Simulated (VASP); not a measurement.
Write the native input for VASP 6.6.1 that does the following.

* Task: single point
* Functional: PBE
* Potentials or basis: VASP PAW PBE potentials, release 64 (Ir)
* Cutoff: 520 eV
* k mesh: 14 × 14 × 14
* Occupations: fermi-dirac, width 0.01 eV
* Spin: no spin polarisation
* Dipole correction: no
* Further INCAR settings: ALGO = Normal; EDIFF = 1e-07; NBANDS = 10

The structure of Ir lies in POSCAR:

```
Ir
1.0
    0.0000000000      1.9360622002      1.9360622002
    1.9360622002      0.0000000000      1.9360622002
    1.9360622002      1.9360622002      0.0000000000
Ir
1
Direct
    0.0000000000      0.0000000000      0.0000000000
```

One way to write it, as run:

INCAR

```
ALGO = Normal
EDIFF = 1E-7
ENCUT = 520
GGA = PE
ISIF = 2
ISMEAR = -1
LASPH = True
LCHARG = True
LELF = True
LREAL = False
LVHAR = True
LWAVE = False
NBANDS = 10
NELM = 80
PREC = Accurate
SIGMA = 0.01
```

KPOINTS

```
k-points
0
Gamma
  14 14 14
```

Potentials or basis: VASP PAW PBE potentials, release 64 (Ir).

Command:

```sh
$ cat potpaw_PBE.64/Ir/POTCAR > POTCAR
$ mpirun -np 1 vasp_std > vasp.out
```

Results of the run:

```json
{
  "Pressure": "0.3 GPa"
}
```

It took 31 s on 1 thread of Intel Xeon 6975P-C (shared host), peak memory 0.13 GiB.
